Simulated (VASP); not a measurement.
# RbBr (Pm-3m) in VASP: notebook

RbBr is run at these levels: PBE; tasks: single point.

Program: VASP 6.6.1. These are calculated values, not measurements. Logs are shortened: lines on timing, memory, paths and dates and some standing lists are left out, and cuts for length are marked.

**1. The cell of the first run**

It takes space group Pm-3m (No. 221, cubic). The conventional cell has a = 4.124 Å, b = 4.124 Å, c = 4.124 Å, α = 90.00°, β = 90.00°, γ = 90.00°. Rb (site symmetry m-3m) has 8 Br at 3.57 Å and 6 Rb at 4.12 Å within 4.7 Å. Within 4.7 Å of Br (site symmetry m-3m) lie 8 Rb at 3.57 Å and 6 Br at 4.12 Å.

**2. Single point, PBE**

The input, INCAR:

```
PREC = Accurate
ENCUT = 520
EDIFF = 1E-7
ISMEAR = 0
SIGMA = 0.01
LREAL = F
LASPH = T
NELM = 80
ALGO = Normal
ISIF = 2
LWAVE = F
LCHARG = F
GGA = PE
NBANDS = 15
```

The input, KPOINTS:

```
regular mesh
0
Gamma
  6 6 6
```

The input, POSCAR:

```
RbBr
1.0
    4.1242529966      0.0000000000      0.0000000000
    0.0000000000      4.1242529966      0.0000000000
    0.0000000000      0.0000000000      4.1242529966
Rb Br
1 1
Direct
    0.0000000000      0.0000000000      0.0000000000
    0.5000000000      0.5000000000      0.5000000000
```

Potentials or basis: VASP PAW PBE potentials, release 64 (Rb_sv, Br).

Command:

```sh
$ cat potpaw_PBE.64/Rb_sv/POTCAR potpaw_PBE.64/Br/POTCAR > POTCAR
$ mpirun -np 1 vasp_std > vasp.out
```

OUTCAR:

```text
PREC = Accurate
   ENCUT = 520
   EDIFF = 1E-7
   ISMEAR = 0
   LREAL = F
   LASPH = T
   NELM = 80
   ISIF = 2
   GGA = PE

 ion  position               nearest neighbor table
   1  0.000  0.000  0.000-   2 3.57   2 3.57   2 3.57   2 3.57   2 3.57   2 3.57   2 3.57   2 3.57

   2  0.500  0.500  0.500-   1 3.57   1 3.57   1 3.57   1 3.57   1 3.57   1 3.57   1 3.57   1 3.57

  LATTYP: Found a simple cubic cell.
 ALAT       =     4.1242529966

  Lattice vectors:

 A1 = (   4.1242529966,   0.0000000000,   0.0000000000)
 A2 = (   0.0000000000,   4.1242529966,   0.0000000000)
 A3 = (   0.0000000000,   0.0000000000,   4.1242529966)

Analysis of symmetry for initial positions (statically):
=====================================================================
 Subroutine PRICEL returns:
 Original cell was already a primitive cell.

 Routine SETGRP: Setting up the symmetry group for a
 simple cubic supercell.

 Subroutine GETGRP returns: Found 48 space group operations
[... 9 lines left out ...]

 Routine SETGRP: Setting up the symmetry group for a
 simple cubic supercell.

 Subroutine GETGRP returns: Found 48 space group operations
[... 11 lines left out ...]
                                     Primitive cell

  volume of cell :      70.1513

  direct lattice vectors                    reciprocal lattice vectors
     4.124252997  0.000000000  0.000000000     0.242468151  0.000000000  0.000000000
     0.000000000  4.124252997  0.000000000     0.000000000  0.242468151  0.000000000
     0.000000000  0.000000000  4.124252997     0.000000000  0.000000000  0.242468151

  length of vectors
     4.124252997  4.124252997  4.124252997     0.242468151  0.242468151  0.242468151

  position of ions in fractional coordinates (direct lattice)
     0.000000000  0.000000000  0.000000000
     0.500000000  0.500000000  0.500000000

  ion indices of the primitive-cell ions
   primitive index   ion index
                 1           1
                 2           2

----------------------------------------------------------------------------------------

 KPOINTS: regular mesh

Automatic generation of k-mesh.
 Grid dimensions read from file:
 generate k-points for:    6    6    6

 Generating k-lattice:

  Cartesian coordinates                     Fractional coordinates (reciprocal lattice)
[... 59 lines left out ...]
   IBRION =     -1    ionic relax: 0-MD 1-quasi-New 2-CG
   NFREE  =      0    steps in history (QN), initial steepest desc. (CG)
   ISIF   =      2    stress and relaxation
   ISYM   =      2    0-nonsym 1-usesym 2-fastsym
   POTIM  = 0.5000    time-step for ionic-motion
   TEBEG  =    0.0;   TEEND  =   0.0 temperature during run
   PSTRESS=    0.0 pullay stress
   NELECT =      16.0000    total number of electrons
   NUPDOWN=      -1.0000    fix difference up-down
   EMIN   =  10.00;   EMAX   =-10.00  energy-range for DOS
   EFERMI =   0.00;   METHOD = LEGACY
   ISMEAR =     0;   SIGMA  =   0.01  broadening in eV -4-tet -1-fermi 0-gaus
   EFERMI_NEDOS =   21; number of points for ismear=-14 and -15
   IALGO  =     38    algorithm
   IMIX   =      4    mixing-type and parameters
     AMIX     =   0.40;   BMIX     =  1.00
     AMIX_MAG =   1.60;   BMIX_MAG =  1.00
  volume/ion in A,a.u.               =      35.08       236.70
  Fermi-wavevector in a.u.,A,eV,Ry     =   1.000237  1.890174 13.612272  1.000474
  Thomas-Fermi vector in A             =   2.132580
   LORBIT       =      0    0 simple, 1 ext, 2 COOP (PROOUT), +10 PAW based schemes
   GGA     = PE    functional components
   LHFCALC =     F    Hartree Fock is set to
   AEXX    =    0.0000 exact exchange contribution
   IVDW    =     0    specifies the selected vdW correction
   LEPSILON=     F    determine dielectric tensor
   LRPA    =     F    only Hartree local field effects (RPA)
 non-spin polarized calculation
 Gauss-broadening in eV      SIGMA  =   0.01
  energy-cutoff  :      520.00
  volume of cell :       70.15
 maximum number of plane-waves:      1924
 NGX is ok and might be reduce to    32
   NGX = 15   NGY = 15   NGZ = 15

 number of electron      16.0000002 magnetization

 Free energy of the ion-electron system (eV)
  ---------------------------------------------------
  ext. energy  EPLUGINS =         0.00000000
  ---------------------------------------------------
  free energy    TOTEN  =        -5.99525580 eV

  energy without entropy =       -5.99525580  energy(sigma->0) =       -5.99525580

 E-fermi :  -0.6173     XC(G=0):  -7.9344

 val. band max:       -0.6583622997   @ k =   0.5000   0.5000   0.0000
 cond. band min:       3.4273505864   @ k =   0.0000   0.0000   0.0000
 fundamental gap:      4.0857128861
 Fermi energy:        -0.6172713339

 k-point     1 :       0.0000    0.0000    0.0000
  band No.  band energies     occupation
      1     -25.7605      2.00000
      2     -13.2786      2.00000
      3      -9.7435      2.00000
      4      -9.7435      2.00000
      5      -9.7435      2.00000
      6      -0.8120      2.00000
      7      -0.8120      2.00000
      8      -0.8120      2.00000
      9       3.4274      0.00000
     10       4.9204      0.00000
     11       4.9204      0.00000
     12       9.2744      0.00000
     13       9.2744      0.00000
     14       9.2744      0.00000
[... 329 lines left out ...]
      2     -12.9816      2.00000
      3      -9.9685      2.00000
      4      -9.9685      2.00000
      5      -9.9685      2.00000
      6      -1.9975      2.00000
      7      -1.9975      2.00000
      8      -1.9975      2.00000
      9       7.5792      0.00000
     10       7.5792      0.00000
     11       7.5792      0.00000
     12       8.7077      0.00000
     13       8.7077      0.00000
     14       8.7077      0.00000
     15      11.4824      0.00000

------------------------ aborting loop because EDIFF is reached ----------------------------------------

  FORCE on cell =-STRESS in cart. coord.  units (eV):
  Direction    XX          YY          ZZ          XY          YZ          ZX
  --------------------------------------------------------------------------------------
  -------------------------------------------------------------------------------------
  Total        0.3765618      0.3765618      0.3765618      0.0000000      0.0000000      0.0000000
  in kB        8.6002486      8.6002486      8.6002486      0.0000000      0.0000000      0.0000000
  external PRESSURE =       8.6002486 kB  Pullay stress =       0.0000000 kB

 VOLUME and BASIS-vectors are now :
 -----------------------------------------------------------------------------
  energy-cutoff  :      520.00
  volume of cell :       70.15
      direct lattice vectors                 reciprocal lattice vectors
     4.124252997  0.000000000  0.000000000     0.242468151  0.000000000  0.000000000
     0.000000000  4.124252997  0.000000000     0.000000000  0.242468151  0.000000000
     0.000000000  0.000000000  4.124252997     0.000000000  0.000000000  0.242468151

 POSITION                                       TOTAL-FORCE (eV/Angst)
 -----------------------------------------------------------------------------------
      0.00000      0.00000      0.00000         0.000000      0.000000      0.000000
      2.06213      2.06213      2.06213         0.000000      0.000000      0.000000
 -----------------------------------------------------------------------------------
    total drift:                                0.000000      0.000000     -0.000000

  FREE ENERGIE OF THE ION-ELECTRON SYSTEM (eV)
  ---------------------------------------------------
  free  energy   TOTEN  =        -5.9952557959 eV

  energy  without entropy=       -5.9952557959  energy(sigma->0) =       -5.99525580
```

stdout:

```text
POSCAR found type information on POSCAR RbBr
 POSCAR found :  2 types and       2 ions
 scaLAPACK will be used
 LDA part: xc-table for (Slater+PW92), standard interpolation
 POSCAR, INCAR and KPOINTS ok, starting setup
 FFT: planning ... GRIDC
 FFT: planning ... GRID_SOFT
 FFT: planning ... GRID
 WAVECAR not read
 entering main loop
```

It took 17 s on 1 thread of Intel Xeon Platinum 8259CL at 2.50GHz (Skylake/Cascade Lake), shared host; peak memory 0.18 GiB.

What came out:

```
Free energy            : -5.9953 eV
Pressure               : 0.9 GPa
Band gap on the k mesh : 4.09 eV, indirect (least direct gap 4.24 eV)
```

A k mesh can miss the band edges. As with any semilocal functional, this PBE gap is likely too small.

[end of part 1 of 2]
